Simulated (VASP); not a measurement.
# MgO (P6_3/mmc) in VASP: single point with PBEsol+D3(BJ)

Aim: the single point of MgO with PBEsol+D3(BJ).

Everything below comes from runs of VASP 6.6.1. Logs are shortened: lines on timing, memory, paths and dates and some standing lists are left out, and cuts for length are marked.

## 1. The cell of the first run

Symmetry: P6_3/mmc, No. 194, hexagonal system. The conventional cell has a = 3.486 Å, b = 3.486 Å, c = 4.178 Å, α = 90.00°, β = 90.00°, γ = 120.00°. Within 2.7 Å of Mg (site symmetry -6m2) lie 5 O at 2.01 to 2.09 Å. Within 2.7 Å of O (site symmetry -6m2) lie 5 Mg at 2.01 to 2.09 Å.

## 2. Single point, PBEsol+D3(BJ)

Input file INCAR:

```
SYSTEM = MgO
PREC = Accurate ; ENCUT = 600
EDIFF = 1E-6 ; ISMEAR = 1
SIGMA = 0.1 ; LREAL = .FALSE.
LASPH = .TRUE. ; NELM = 120
ALGO = Normal ; ISIF = 2
LWAVE = .FALSE. ; LCHARG = .FALSE.
GGA = PS ; IVDW = 12
NBANDS = 16 ; GGA_COMPAT = .FALSE.
```

Input file KPOINTS:

```
regular mesh
0
G
  6 6 4
  0 0 0
```

Input file POSCAR:

```
MgO
1.0
    3.4863780000      0.0000000000      0.0000000000
   -1.7431890000      3.0192920000      0.0000000000
    0.0000000000      0.0000000000      4.1780410000
Mg O
2 2
Direct
    0.6666666667      0.3333333333      0.7500000000
    0.3333333333      0.6666666667      0.2500000000
    0.6666666667      0.3333333333      0.2500000000
    0.3333333333      0.6666666667      0.7500000000
```

Potentials or basis: VASP PAW PBE potentials, release 64 (Mg, O).

The run is started by

```sh
> cat potpaw_PBE.64/Mg/POTCAR potpaw_PBE.64/O/POTCAR > POTCAR
> mpirun -np 1 vasp_std > vasp.out
```

OUTCAR:

```text
SYSTEM = MgO
   PREC = Accurate
   ENCUT = 600
   EDIFF = 1E-6
   ISMEAR = 1
   LREAL = .FALSE.
   LASPH = .TRUE.
   NELM = 120
   ISIF = 2
   GGA = PS
   IVDW = 12
 IVDW          = 12

 ion  position               nearest neighbor table
   1  0.667  0.333  0.750-   4 2.01   4 2.01   4 2.01   3 2.09   3 2.09   2 2.90   2 2.90   2 2.90
                             2 2.90   2 2.90   2 2.90
   2  0.333  0.667  0.250-   3 2.01   3 2.01   3 2.01   4 2.09   4 2.09   1 2.90   1 2.90   1 2.90
                             1 2.90   1 2.90   1 2.90
   3  0.667  0.333  0.250-   2 2.01   2 2.01   2 2.01   1 2.09   1 2.09
   4  0.333  0.667  0.750-   1 2.01   1 2.01   1 2.01   2 2.09   2 2.09

  LATTYP: Found a hexagonal cell.
 ALAT       =     3.4863780000
 C/A-ratio  =     1.1983901344

  Lattice vectors:

 A1 = (   3.4863780000,   0.0000000000,   0.0000000000)
 A2 = (  -1.7431890000,   3.0192920000,   0.0000000000)
 A3 = (   0.0000000000,   0.0000000000,   4.1780410000)

Analysis of symmetry for initial positions (statically):
=====================================================================
 Subroutine PRICEL returns:
 Original cell was already a primitive cell.

 Routine SETGRP: Setting up the symmetry group for a
 hexagonal supercell.

 Subroutine GETGRP returns: Found 24 space group operations
 (whereof 12 operations were pure point group operations)
 out of a pool of 24 trial point group operations.

The static configuration has the point symmetry D_3d.
 The point group associated with its full space group is D_6h.

Analysis of symmetry for dynamics (positions and initial velocities):
=====================================================================
 Subroutine PRICEL returns:
 Original cell was already a primitive cell.

 Routine SETGRP: Setting up the symmetry group for a
 hexagonal supercell.

 Subroutine GETGRP returns: Found 24 space group operations
 (whereof 12 operations were pure point group operations)
 out of a pool of 24 trial point group operations.

The dynamic configuration has the point symmetry D_3d.
 The point group associated with its full space group is D_6h.

 Subroutine INISYM returns: Found 24 space group operations
 (whereof 12 operations are pure point group operations),
 and found     1 'primitive' translations

----------------------------------------------------------------------------------------

                                     Primitive cell

  volume of cell :      43.9797

  direct lattice vectors                    reciprocal lattice vectors
[... 92 lines left out ...]
   NFREE  =      0    steps in history (QN), initial steepest desc. (CG)
   ISIF   =      2    stress and relaxation
   ISYM   =      2    0-nonsym 1-usesym 2-fastsym
   POTIM  = 0.5000    time-step for ionic-motion
   TEBEG  =    0.0;   TEEND  =   0.0 temperature during run
   PSTRESS=    0.0 pullay stress
   NELECT =      16.0000    total number of electrons
   NUPDOWN=      -1.0000    fix difference up-down
   EMIN   =  10.00;   EMAX   =-10.00  energy-range for DOS
   EFERMI =   0.00;   METHOD = LEGACY
   ISMEAR =     1;   SIGMA  =   0.10  broadening in eV -4-tet -1-fermi 0-gaus
   EFERMI_NEDOS =   21; number of points for ismear=-14 and -15
   IALGO  =     38    algorithm
   IMIX   =      4    mixing-type and parameters
     AMIX     =   0.40;   BMIX     =  1.00
     AMIX_MAG =   1.60;   BMIX_MAG =  1.00
  volume/ion in A,a.u.               =      10.99        74.20
  Fermi-wavevector in a.u.,A,eV,Ry     =   1.168685  2.208494 18.583166  1.365824
  Thomas-Fermi vector in A             =   2.305168
   LORBIT       =      0    0 simple, 1 ext, 2 COOP (PROOUT), +10 PAW based schemes
   GGA     = PS    functional components
   LHFCALC =     F    Hartree Fock is set to
   AEXX    =    0.0000 exact exchange contribution
   IVDW    =    12    specifies the selected vdW correction
   LEPSILON=     F    determine dielectric tensor
   LRPA    =     F    only Hartree local field effects (RPA)
 non-spin polarized calculation
 Methfessel and Paxton  Order N= 1 SIGMA  =   0.10
  energy-cutoff  :      600.00
  volume of cell :       43.98
 maximum number of plane-waves:      1485
 NGX is ok and might be reduce to    28
   NGX = 13   NGY = 13   NGZ = 17

 number of electron      15.9999998 magnetization

 Free energy of the ion-electron system (eV)
  ---------------------------------------------------
  ext. energy  EPLUGINS =         0.00000000
  ---------------------------------------------------
  free energy    TOTEN  =       -24.76382293 eV

  energy without entropy =      -24.76386433  energy(sigma->0) =      -24.76383673

 E-fermi :   1.9654     XC(G=0): -10.3129

 val. band max:        1.8813549355   @ k =   0.0000   0.0000   0.0000
 cond. band min:       5.1961070964   @ k =   0.0000   0.0000   0.0000
 fundamental gap:      3.3147521609
 Fermi energy:         1.9653895625

 k-point     1 :       0.0000    0.0000    0.0000
  band No.  band energies     occupation
      1     -14.9895      2.00000
      2     -13.5582      2.00000
      3      -1.8128      2.00000
      4       0.1254      2.00000
      5       0.1254      2.00000
      6       1.0688      2.00000
[... 376 lines left out ...]
      3      -1.7606      2.00000
      4      -1.7606      2.00000
      5      -0.6435      2.00000
      6      -0.6435      2.00000
[... 8 lines left out ...]
     15      19.2725      0.00000
     16      19.2725      0.00000

------------------------ aborting loop because EDIFF is reached ----------------------------------------

 Edisp (eV)   -0.84612

 E8    (eV) :    -0.5238

  FORCE on cell =-STRESS in cart. coord.  units (eV):
  Direction    XX          YY          ZZ          XY          YZ          ZX
  --------------------------------------------------------------------------------------
  -------------------------------------------------------------------------------------
  Total      -0.72482    -0.72482    -0.65789     0.00000    -0.00000     0.00000
  in kB     -26.40505   -26.40505   -23.96681     0.00000    -0.00000     0.00000
  external pressure =      -25.59 kB  Pullay stress =        0.00 kB

 VOLUME and BASIS-vectors are now :
 -----------------------------------------------------------------------------
  energy-cutoff  :      600.00
  volume of cell :       43.98
      direct lattice vectors                 reciprocal lattice vectors
     3.486378000  0.000000000  0.000000000     0.286830631  0.165601737  0.000000000
    -1.743189000  3.019292000  0.000000000     0.000000000  0.331203474  0.000000000
     0.000000000  0.000000000  4.178041000     0.000000000  0.000000000  0.239346622

 POSITION                                       TOTAL-FORCE (eV/Angst)
 -----------------------------------------------------------------------------------
      1.74319      1.00643      3.13353        -0.000000     -0.000000      0.000000
     -0.00000      2.01286      1.04451        -0.000000     -0.000000      0.000000
      1.74319      1.00643      1.04451        -0.000000      0.000000      0.000000
     -0.00000      2.01286      3.13353         0.000000     -0.000000      0.000000
 -----------------------------------------------------------------------------------
    total drift:                                0.000000     -0.000000      0.000000

  FREE ENERGIE OF THE ION-ELECTRON SYSTEM (eV)
  ---------------------------------------------------
  free  energy   TOTEN  =       -25.6099479295 eV

  energy  without entropy=      -25.6099893261  energy(sigma->0) =      -25.60996173
```

OSZICAR:

```text
N       E                     dE             d eps       ncg     rms          rms(c)
DAV:   1     0.683618560907E+02    0.68362E+02   -0.82571E+03   672   0.101E+03
DAV:   2    -0.239174268969E+02   -0.92279E+02   -0.83928E+02   904   0.204E+02
DAV:   3    -0.283672097525E+02   -0.44498E+01   -0.44320E+01   784   0.471E+01
DAV:   4    -0.283866182936E+02   -0.19409E-01   -0.19408E-01   792   0.360E+00
DAV:   5    -0.283867161796E+02   -0.97886E-04   -0.97886E-04   784   0.245E-01    0.105E+01
DAV:   6    -0.248768825211E+02    0.35098E+01   -0.89932E+00   680   0.233E+01    0.350E+00
DAV:   7    -0.248032821386E+02    0.73600E-01   -0.14280E-01   680   0.308E+00    0.207E+00
DAV:   8    -0.247659252311E+02    0.37357E-01   -0.92449E-02   728   0.319E+00    0.502E-01
DAV:   9    -0.247633568406E+02    0.25684E-02   -0.62147E-03   792   0.699E-01    0.113E-01
DAV:  10    -0.247638186365E+02   -0.46180E-03   -0.36796E-04   680   0.147E-01    0.199E-02
DAV:  11    -0.247638250200E+02   -0.63834E-05   -0.13527E-05   776   0.257E-02    0.170E-02
DAV:  12    -0.247638231296E+02    0.18903E-05   -0.41889E-06   704   0.173E-02    0.405E-03
DAV:  13    -0.247638229327E+02    0.19693E-06   -0.57852E-07   352   0.623E-03
   1 F= -.25609948E+02 E0= -.25609962E+02  d E =0.413967E-04
```

Wall time 7.7 s (1 thread of Intel Xeon 6975P-C (Granite Rapids), shared host); peak memory 0.18 GiB.

Results:

- Free energy: -25.6099 eV
- Pressure: -2.6 GPa
- Band gap on the k mesh: 3.31 eV
- Dispersion energy per atom: -0.212 eV

Levels at points of the mesh, in eV from the valence-band top:
```csv
k point,band 4,band 5,band 6,band 7,band 8,band 9,band 10,band 11,band 12,band 13
"(0.00, 0.00, 0.00)",-1.76,-1.76,-0.81,-0.81,0.00,3.31,9.39,12.11,12.41,12.41
"(0.50, 0.00, 0.00)",-2.40,-2.37,-1.98,-1.32,-0.53,6.84,9.01,9.69,12.05,12.82
"(0.00, 0.00, 0.50)",-2.46,-1.30,-1.30,-1.30,-1.30,6.35,6.35,12.77,12.77,12.77
"(0.50, 0.00, 0.50)",-3.93,-1.56,-1.56,-0.83,-0.83,7.17,7.17,11.89,11.89,13.97
```

Caveat: three body term missing; the PAW data sets were made with another functional, which shifts forces and pressure a little.
